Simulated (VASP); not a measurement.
A run of VASP 6.6.1 is set up as follows.

Contents of INCAR:

```
PREC = Accurate ; ENCUT = 520
EDIFF = 1E-6 ; ISMEAR = 0
SIGMA = 0.15 ; LREAL = False
LASPH = True ; NELM = 100
ALGO = Fast ; ISIF = 2
LWAVE = False ; LCHARG = False
GGA = PS ; NBANDS = 12
```

KPOINTS

```
regular mesh
0
Gamma
  26 26 26
```

The input POSCAR:

```
Ti
1.0
    0.0000000000      2.0279211515      1.9265250939
    2.0279211515      0.0000000000      1.9265250939
    2.0279211515      2.0279211515      0.0000000000
Ti
1
Direct
    0.0000000000      0.0000000000      0.0000000000
```

Potentials or basis: VASP PAW PBE potentials, release 64 (Ti_sv).

Launch:

```sh
$ cat potpaw_PBE.64/Ti_sv/POTCAR > POTCAR
$ mpirun -np 1 vasp_std > vasp.out
```

Q: What does it give for the pressure?

A: 5.9 GPa.

Q: What does it give for the band gap on the k mesh?

A: Zero (bands 6 and 7 overlap by 1.54 eV).

Stress tensor (GPa, compression positive):
```
5.30 0.00 0.00
0.00 5.30 0.00
0.00 0.00 7.03
```

Caveat: the cell differs from its parent crystal (strain +0.000 along x and y, -0.050 along z); the cell stands under pressure; the PAW data sets were made with another functional, which shifts forces and pressure a little.
